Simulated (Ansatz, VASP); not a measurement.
**MgO in VASP and in Ansatz**

The input INCAR:

```
SYSTEM = MgO
PREC = Accurate
ENCUT = 520
EDIFF = 1E-6
ISMEAR = -1
SIGMA = 0.02
LREAL = .False.
LASPH = .True.
NELM = 60
ALGO = Normal
ISIF = 2
LWAVE = .False.
LCHARG = .False.
GGA = PE
NBANDS = 11
```

KPOINTS

```
Automatic mesh
0
Gamma
  6 6 6
  0 0 0
```

POSCAR

```
MgO
1.0
    0.0000000000      2.1250000000      2.1250000000
    2.1250000000      0.0000000000      2.1250000000
    2.1250000000      2.1250000000      0.0000000000
Mg O
1 1
Direct
    0.0000000000      0.0000000000      0.0000000000
    0.5000000000      0.5000000000      0.5000000000
```

Input for Ansatz:

```yaml
crystal:
  lattice:
    - [0, 2.125, 2.125]
    - [2.125, 0, 2.125]
    - [2.125, 2.125, 0]
  atoms:
    - { symbol: Mg, position: [0, 0, 0] }
    - { symbol: O, position: [0.5, 0.5, 0.5] }
kpoints:
  mp_grid: { grid: [6, 6, 6] }
hamiltonian:
  xc: pbe
  pseudopotentials:
    kind: all_electron
    relativity: scalar
    datasets: crystal
    dataset_attempts: all
    nuclear_model: point
scf:
  occupations: { method: fermi_dirac, width: 0.02 }
  convergence: { dr2_threshold: "1e-9 eV" }
  max_iter: 300
output:
  forces: true
  stress: true
  eigenvalues: true
```

Alike in both runs: task single point; functional PBE; k mesh 6 × 6 × 6; occupations fermi-dirac, width 0.02 eV; no spin polarisation.

|  | VASP | Ansatz |
| --- | --- | --- |
| version | VASP 6.6.1 | Ansatz 0.2.0 development build |
| potentials or method | VASP PAW PBE potentials, release 64 (Mg, O), cutoff 520 eV | plane waves, all-electron PAW datasets generated for the crystal |

|  | VASP | Ansatz | Ansatz less VASP |
| --- | --- | --- | --- |
| gap on the k mesh at the Fermi level (eV) | 4.47 | 4.48 | +0.012 |

Ansatz ran all-electron here, and VASP with PAW potentials.

The k mesh is coarse, so the values compare programs but aren't converged.
